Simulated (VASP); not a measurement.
# Pb in VASP: a series of runs

The runs below take Pb through electric field gradients, with LDA.

Everything below comes from runs of VASP 6.6.1. Logs are shortened: lines on timing, memory, paths and dates and some standing lists are left out, and cuts for length are marked.

### Step 1. The cell of the first run

The structure is trigonal, space group R-3m (No. 166). Conventional cell: a = 4.839 Å, b = 4.839 Å, c = 12.032 Å, α = 90.00°, β = 90.00°, γ = 120.00°. Pb (site symmetry 3m) has 4 Pb at 2.97 to 3.01 Å within 3.9 Å.

### Step 2. Electric field gradients, LDA (equal xy, yz and zx shear strains of +1 %)

Contents of INCAR:

```
  PREC = Accurate
  ENCUT = 520
  EDIFF = 1E-8
  ISMEAR = -1
  SIGMA = 0.05
  LREAL = False
  LASPH = True
  NELM = 60
  ALGO = Normal
  ISIF = 2
  LWAVE = False
  LCHARG = False
  LEFG = True
  NBANDS = 21
```

Contents of KPOINTS:

```
Automatic mesh
0
Gamma
  8 8 8
```

Contents of POSCAR:

```
Pb
1.0
    0.0343900006      3.4561950558      3.4561950558
    3.4561950558      0.0343900006      3.4561950558
    3.4561950558      3.4561950558      0.0343900006
Pb
2
Direct
    0.0000000000      0.0000000000      0.0000000000
    0.2500000000      0.2500000000      0.2500000000
```

Potentials or basis: VASP PAW LDA potentials, release 64 (Pb_d).

Run with:

```
cat potpaw_LDA.64/Pb_d/POTCAR > POTCAR
mpirun -np 1 vasp_std > vasp.out
```

OUTCAR:

```text
PREC = Accurate
   ENCUT = 520
   EDIFF = 1E-8
   ISMEAR = -1
   LREAL = False
   LASPH = True
   NELM = 60
   ISIF = 2

 ion  position               nearest neighbor table
   1  0.000  0.000  0.000-   2 2.97   2 2.97   2 2.97   2 3.01
   2  0.250  0.250  0.250-   1 2.97   1 2.97   1 2.97   1 3.01

  LATTYP: Found a trigonal (rhomboedric) cell.
 ALAT       =     4.8879189027
 COS(alpha) =     0.5099250056

  Lattice vectors:

 A1 = (   0.0343900006,   3.4561950558,   3.4561950558)
 A2 = (   3.4561950558,   0.0343900006,   3.4561950558)
 A3 = (   3.4561950558,   3.4561950558,   0.0343900006)

Analysis of symmetry for initial positions (statically):
=====================================================================
 Subroutine PRICEL returns:
 Original cell was already a primitive cell.

 Routine SETGRP: Setting up the symmetry group for a
 trigonal (rhombohedral) supercell.

 Subroutine GETGRP returns: Found 12 space group operations
 (whereof  6 operations were pure point group operations)
 out of a pool of 12 trial point group operations.

The static configuration has the point symmetry C_3v.
 The point group associated with its full space group is D_3d.

Analysis of symmetry for dynamics (positions and initial velocities):
=====================================================================
 Subroutine PRICEL returns:
 Original cell was already a primitive cell.

 Routine SETGRP: Setting up the symmetry group for a
 trigonal (rhombohedral) supercell.

 Subroutine GETGRP returns: Found 12 space group operations
 (whereof  6 operations were pure point group operations)
 out of a pool of 12 trial point group operations.

The dynamic configuration has the point symmetry C_3v.
 The point group associated with its full space group is D_3d.

 Subroutine INISYM returns: Found 12 space group operations
 (whereof  6 operations are pure point group operations),
 and found     1 'primitive' translations

----------------------------------------------------------------------------------------

                                     Primitive cell

  volume of cell :      81.3381

  direct lattice vectors                    reciprocal lattice vectors
     0.034390001  3.456195056  3.456195056    -0.146845083  0.145398333  0.145398333
     3.456195056  0.034390001  3.456195056     0.145398333 -0.146845083  0.145398333
     3.456195056  3.456195056  0.034390001     0.145398333  0.145398333 -0.146845083

  length of vectors
     4.887918903  4.887918903  4.887918903     0.252675343  0.252675343  0.252675343

  position of ions in fractional coordinates (direct lattice)
     0.000000000  0.000000000  0.000000000
     0.250000000  0.250000000  0.250000000

  ion indices of the primitive-cell ions
   primitive index   ion index
                 1           1
                 2           2

----------------------------------------------------------------------------------------

 KPOINTS: Automatic mesh

Automatic generation of k-mesh.
 Grid dimensions read from file:
 generate k-points for:    8    8    8

 Generating k-lattice:

  Cartesian coordinates                     Fractional coordinates (reciprocal lattice)
    -0.018355635  0.018174792  0.018174792     0.125000000  0.000000000 -0.000000000
     0.018174792 -0.018355635  0.018174792     0.000000000  0.125000000 -0.000000000
     0.018174792  0.018174792 -0.018355635     0.000000000  0.000000000  0.125000000

  Length of vectors
     0.031584418  0.031584418  0.031584418

  Shift w.r.t. Gamma in fractional coordinates (k-lattice)
     0.000000000  0.000000000  0.000000000

 Subroutine IBZKPT returns following result:
 ===========================================

 Found     65 irreducible k-points:

 Following reciprocal coordinates:
            Coordinates               Weight
  0.000000  0.000000  0.000000      1.000000
  0.125000  0.000000  0.000000      6.000000
  0.250000  0.000000  0.000000      6.000000
  0.375000  0.000000  0.000000      6.000000
  0.500000  0.000000  0.000000      3.000000
  0.125000  0.125000  0.000000      6.000000
[... 16 lines left out ...]
  0.250000  0.125000  0.125000      6.000000
  0.375000  0.125000  0.125000      6.000000
 [... further k-points ...]
   k-points           NKPTS =     65   k-points in BZ     NKDIM =     65   number of bands    NBANDS=     21
   number of dos      NEDOS =    301   number of ions     NIONS =      2
   total plane-waves  NPLWV =  46656
   dimension x,y,z NGX =    36 NGY =   36 NGZ =   36
   dimension x,y,z NGXF=    72 NGYF=   72 NGZF=   72
   ions per type =               2
   NGX,Y,Z   is equivalent  to a cutoff of  12.24, 12.24, 12.24 a.u.
   NGXF,Y,Z  is equivalent  to a cutoff of  24.49, 24.49, 24.49 a.u.
 SYSTEM =  unknown system
   PREC   = accura    normal or accurate (medium, high low for compatibility)
   ISTART =      0    job   : 0-new  1-cont  2-samecut
   ICHARG =      2    charge: 1-file 2-atom 10-const
   ISPIN  =      1    spin polarized calculation?
   LNONCOLLINEAR =      F non collinear calculations
   LSORBIT =      F    spin-orbit coupling
   LASPH  =      T    aspherical Exc in radial PAW
   ENCUT  =  520.0 eV  38.22 Ry    6.18 a.u.   9.09  9.09  9.09*2*pi/ulx,y,z
   NELM   =     60;   NELMIN=  2; NELMDL= -5     # of ELM steps
   EDIFF  = 0.1E-07   stopping-criterion for ELM
   LREAL  =      F    real-space projection
   EDIFFG = 0.1E-06   stopping-criterion for IOM
   NSW    =      0    number of steps for IOM
   IBRION =     -1    ionic relax: 0-MD 1-quasi-New 2-CG
   NFREE  =      0    steps in history (QN), initial steepest desc. (CG)
   ISIF   =      2    stress and relaxation
   ISYM   =      2    0-nonsym 1-usesym 2-fastsym
   POTIM  = 0.5000    time-step for ionic-motion
   TEBEG  =    0.0;   TEEND  =   0.0 temperature during run
   PSTRESS=    0.0 pullay stress
   NELECT =      28.0000    total number of electrons
   NUPDOWN=      -1.0000    fix difference up-down
   EMIN   =  10.00;   EMAX   =-10.00  energy-range for DOS
   EFERMI =   0.00;   METHOD = LEGACY
   ISMEAR =    -1;   SIGMA  =   0.05  broadening in eV -4-tet -1-fermi 0-gaus
   EFERMI_NEDOS =   21; number of points for ismear=-14 and -15
   IALGO  =     38    algorithm
   IMIX   =      4    mixing-type and parameters
     AMIX     =   0.40;   BMIX     =  1.00
     AMIX_MAG =   1.60;   BMIX_MAG =  1.00
  volume/ion in A,a.u.               =      40.67       274.45
  Fermi-wavevector in a.u.,A,eV,Ry     =   1.147351  2.168178 17.910892  1.316413
  Thomas-Fermi vector in A             =   2.284031
   LORBIT       =      0    0 simple, 1 ext, 2 COOP (PROOUT), +10 PAW based schemes
   GGA     = CA    functional components
   LHFCALC =     F    Hartree Fock is set to
   AEXX    =    0.0000 exact exchange contribution
   IVDW    =     0    specifies the selected vdW correction
   LEPSILON=     F    determine dielectric tensor
   LRPA    =     F    only Hartree local field effects (RPA)
 non-spin polarized calculation
  energy-cutoff  :      520.00
  volume of cell :       81.34
 maximum number of plane-waves:      2206
   NGX = 19   NGY = 19   NGZ = 19

 number of electron      28.0000002 magnetization

 Free energy of the ion-electron system (eV)
  ---------------------------------------------------
  ext. energy  EPLUGINS =         0.00000000
  ---------------------------------------------------
  free energy    TOTEN  =        -7.88775595 eV

  energy without entropy =       -7.88362365  energy(sigma->0) =       -7.88568980

 E-fermi :   4.0990     XC(G=0):  -8.7633

 val. band max:        3.8123323815   @ k =   0.1250   0.1250   0.0000
 cond. band min:       4.1121918219   @ k =  -0.1250   0.1250   0.0000
 fundamental gap:      0.2998594405
 Fermi energy:         4.0989743750

 k-point     1 :       0.0000    0.0000    0.0000
  band No.  band energies     occupation
      1     -13.1162      2.00000
      2     -13.1162      2.00000
      3     -13.0795      2.00000
      4     -13.0241      2.00000
      5     -13.0241      2.00000
      6     -12.6109      2.00000
[... 13 lines left out ...]
     20      11.9299      0.00000
     21      12.0223      0.00000

 k-point     2 :       0.1250    0.0000    0.0000
  band No.  band energies     occupation
      1     -13.1302      2.00000
      2     -13.1165      2.00000
      3     -13.0939      2.00000
      4     -13.0022      2.00000
      5     -12.9996      2.00000
      6     -12.6285      2.00000
[... 13 lines left out ...]
     20      11.2954      0.00000
     21      11.3790      0.00000
[... 487 lines left out ...]
      5     -12.9690      2.00000
      6     -12.6533      2.00000
[... 13 lines left out ...]
     20      10.7545      0.00000
     21      10.8758      0.00000

 k-point    24 :       0.3750    0.1250    0.1250
  band No.  band energies     occupation
      1     -13.1653      2.00000
      2     -13.1512      2.00000
      3     -13.0608      2.00000
      4     -12.9642      2.00000
      5     -12.9281      2.00000
      6     -12.6890      2.00000
[... 13 lines left out ...]
     20      10.7811      0.00000
     21      11.9956      0.00000

 [... further k-points ...]
[... 5 lines left out ...]
  --------------------------------------------------------------------------------------
  -------------------------------------------------------------------------------------
  Total       -0.3578277     -0.3578277     -0.3578277     -0.1691090     -0.1691090     -0.1691090
  in kB       -7.0483990     -7.0483990     -7.0483990     -3.3310653     -3.3310653     -3.3310653
  external PRESSURE =      -7.0483990 kB  Pullay stress =       0.0000000 kB

 VOLUME and BASIS-vectors are now :
 -----------------------------------------------------------------------------
  energy-cutoff  :      520.00
  volume of cell :       81.34
      direct lattice vectors                 reciprocal lattice vectors
     0.034390001  3.456195056  3.456195056    -0.146845083  0.145398333  0.145398333
     3.456195056  0.034390001  3.456195056     0.145398333 -0.146845083  0.145398333
     3.456195056  3.456195056  0.034390001     0.145398333  0.145398333 -0.146845083

 POSITION                                       TOTAL-FORCE (eV/Angst)
 -----------------------------------------------------------------------------------
      0.00000      0.00000      0.00000         0.060694      0.060694      0.060694
      1.73670      1.73670      1.73670        -0.060694     -0.060694     -0.060694
 -----------------------------------------------------------------------------------
    total drift:                                0.000000      0.000000      0.000000

  FREE ENERGIE OF THE ION-ELECTRON SYSTEM (eV)
  ---------------------------------------------------
  free  energy   TOTEN  =        -7.8877559495 eV

  energy  without entropy=       -7.8836236486  energy(sigma->0) =       -7.88568980

 Electric field gradients (V/A^2)
---------------------------------------------------------------------
 ion       V_xx      V_yy      V_zz      V_xy      V_xz      V_yz
---------------------------------------------------------------------
   1       0.000     0.000    -0.000    13.264    13.264    13.264
   2       0.000     0.000    -0.000    13.264    13.264    13.264
---------------------------------------------------------------------

 Electric field gradients after diagonalization (V/A^2)
 (convention: |V_zz| > |V_xx| > |V_yy|)
----------------------------------------------------------------------
 ion       V_xx      V_yy      V_zz     asymmetry (V_yy - V_xx)/ V_zz
----------------------------------------------------------------------
   1     -13.264   -13.264    26.529       0.000
   2     -13.264   -13.264    26.529       0.000
----------------------------------------------------------------------

           NMR quadrupolar parameters

 Cq : quadrupolar parameter    Cq=e*Q*V_zz/h
 eta: asymmetry parameters     (V_yy - V_xx)/ V_zz
 Q  : nuclear electric quadrupole moment in mb (millibarn)
----------------------------------------------------------------------
 ion       Cq(MHz)       eta       Q (mb)
----------------------------------------------------------------------
   1       0.064       0.000       1.000
   2       0.064       0.000       1.000
----------------------------------------------------------------------
```

Run time: 30 s. Hardware: 1 thread of Intel Xeon 6975P-C (Granite Rapids), shared host; peak memory 0.22 GiB.

Results:

```
Free energy            : -7.8878 eV
Pressure               : -0.7 GPa
Largest force          : 0.105 eV/Å
Band gap on the k mesh : zero (band 14 reaches 4.45 eV, above the bottom of band 15 at 3.29 eV)
```

Forces on the atoms (eV/Å):
```
Pb   0.061  0.061  0.061
Pb  -0.061 -0.061 -0.061
```

Electric field gradients, principal values (V/Å²):
```tsv
atom	least	middle	greatest (by size)
1 Pb	-13.264	-13.264	26.529
2 Pb	-13.264	-13.264	26.529
```

Caveat: the cell differs from its parent crystal (equal xy, yz and zx shear strains of +1 %); without QUAD_EFG the Cq values of the log hold for a quadrupole moment of 1 mb, not for the nuclei; spin-orbit coupling is left out, which moves the levels of the heavy elements.

### Step 3. Electric field gradients, LDA (equal xy, yz and zx shear strains of +1 %)

Contents of INCAR:

```
ALGO     = Normal         # electronic algorithm
EDIFF    = 1E-8           # SCF threshold, eV
ENCUT    = 520            # plane-wave cutoff, eV
GGA      = CA             # functional
ISIF     = 2              # what is computed and relaxed
ISMEAR   = -1             # smearing method
LASPH    = T              # aspherical terms in the spheres
LCHARG   = F              # write CHGCAR
LEFG     = T            
LREAL    = F              # projectors in reciprocal space
LWAVE    = F              # write WAVECAR
NBANDS   = 21             # bands
NELM     = 60             # most SCF steps
PREC     = Accurate       # precision mode
SIGMA    = 0.05           # smearing width, eV
```

Contents of KPOINTS:

```
k-points
0
Gamma
  8 8 8
```

POSCAR is that of step 2.

Potentials or basis: VASP PAW LDA potentials, release 64 (Pb_d).

Run with:

```
cat potpaw_LDA.64/Pb_d/POTCAR > POTCAR
mpirun -np 1 vasp_std > vasp.out
```

OUTCAR:

```text
EDIFF = 1E-8
   ENCUT = 520
   GGA = CA
   ISIF = 2
   ISMEAR = -1
   LASPH = T
   LREAL = F
   NELM = 60
   PREC = Accurate

 ion  position               nearest neighbor table
   1  0.000  0.000  0.000-   2 2.97   2 2.97   2 2.97   2 3.01
   2  0.250  0.250  0.250-   1 2.97   1 2.97   1 2.97   1 3.01

  LATTYP: Found a trigonal (rhomboedric) cell.
 ALAT       =     4.8879189027
 COS(alpha) =     0.5099250056

  Lattice vectors:

 A1 = (   0.0343900006,   3.4561950558,   3.4561950558)
 A2 = (   3.4561950558,   0.0343900006,   3.4561950558)
 A3 = (   3.4561950558,   3.4561950558,   0.0343900006)

Analysis of symmetry for initial positions (statically):
=====================================================================
 Subroutine PRICEL returns:
 Original cell was already a primitive cell.

 Routine SETGRP: Setting up the symmetry group for a
 trigonal (rhombohedral) supercell.

[... 766 lines left out ...]
      direct lattice vectors                 reciprocal lattice vectors
     0.034390001  3.456195056  3.456195056    -0.146845083  0.145398333  0.145398333
     3.456195056  0.034390001  3.456195056     0.145398333 -0.146845083  0.145398333
     3.456195056  3.456195056  0.034390001     0.145398333  0.145398333 -0.146845083

 POSITION                                       TOTAL-FORCE (eV/Angst)
 -----------------------------------------------------------------------------------
      0.00000      0.00000      0.00000         0.060694      0.060694      0.060694
      1.73670      1.73670      1.73670        -0.060694     -0.060694     -0.060694
 -----------------------------------------------------------------------------------
    total drift:                                0.000000      0.000000      0.000000

  FREE ENERGIE OF THE ION-ELECTRON SYSTEM (eV)
  ---------------------------------------------------
  free  energy   TOTEN  =        -7.8877559495 eV

  energy  without entropy=       -7.8836236486  energy(sigma->0) =       -7.88568980

 Electric field gradients (V/A^2)
---------------------------------------------------------------------
 ion       V_xx      V_yy      V_zz      V_xy      V_xz      V_yz
---------------------------------------------------------------------
   1       0.000     0.000    -0.000    13.264    13.264    13.264
   2       0.000     0.000    -0.000    13.264    13.264    13.264
---------------------------------------------------------------------

 Electric field gradients after diagonalization (V/A^2)
 (convention: |V_zz| > |V_xx| > |V_yy|)
----------------------------------------------------------------------
 ion       V_xx      V_yy      V_zz     asymmetry (V_yy - V_xx)/ V_zz
----------------------------------------------------------------------
   1     -13.264   -13.264    26.529       0.000
   2     -13.264   -13.264    26.529       0.000
----------------------------------------------------------------------

           NMR quadrupolar parameters

 Cq : quadrupolar parameter    Cq=e*Q*V_zz/h
 eta: asymmetry parameters     (V_yy - V_xx)/ V_zz
 Q  : nuclear electric quadrupole moment in mb (millibarn)
----------------------------------------------------------------------
 ion       Cq(MHz)       eta       Q (mb)
----------------------------------------------------------------------
   1       0.064       0.000       1.000
   2       0.064       0.000       1.000
----------------------------------------------------------------------
```

stdout:

```text
POSCAR found type information on POSCAR Pb
 POSCAR found :  1 types and       2 ions
 scaLAPACK will be used
 LDA part: xc-table for (Slater(with rela. corr.)+CA(PZ))
 , standard interpolation
 POSCAR, INCAR and KPOINTS ok, starting setup
 FFT: planning ... GRIDC
 FFT: planning ... GRID_SOFT
 FFT: planning ... GRID
 WAVECAR not read
 entering main loop
ion   1

ion   2
```

Run time: 32 s. Hardware: 1 thread of Intel Xeon 6975P-C (Granite Rapids), shared host; peak memory 0.22 GiB.

Results:

```yaml
Free_energy: -7.8878 eV
Pressure: -0.7 GPa
Largest_force: 0.105 eV/Å
Band_gap_on_the_k_mesh: zero (band 14 reaches 4.45 eV, above the bottom of band 15 at 3.29 eV)
```

Forces on the atoms (eV/Å):
```
Pb   0.061  0.061  0.061
Pb  -0.061 -0.061 -0.061
```

Stress tensor (GPa, compression positive):
```
-0.70 -0.33 -0.33
-0.33 -0.70 -0.33
-0.33 -0.33 -0.70
```

Electric field gradients, principal values (V/Å²):
```csv
atom,least,middle,greatest (by size)
1 Pb,-13.264,-13.264,26.529
2 Pb,-13.264,-13.264,26.529
```

Caveat: the cell differs from its parent crystal (equal xy, yz and zx shear strains of +1 %); without QUAD_EFG the Cq values of the log hold for a quadrupole moment of 1 mb, not for the nuclei; spin-orbit coupling is left out, which moves the levels of the heavy elements.

(Part 1 of 3 ends here.)
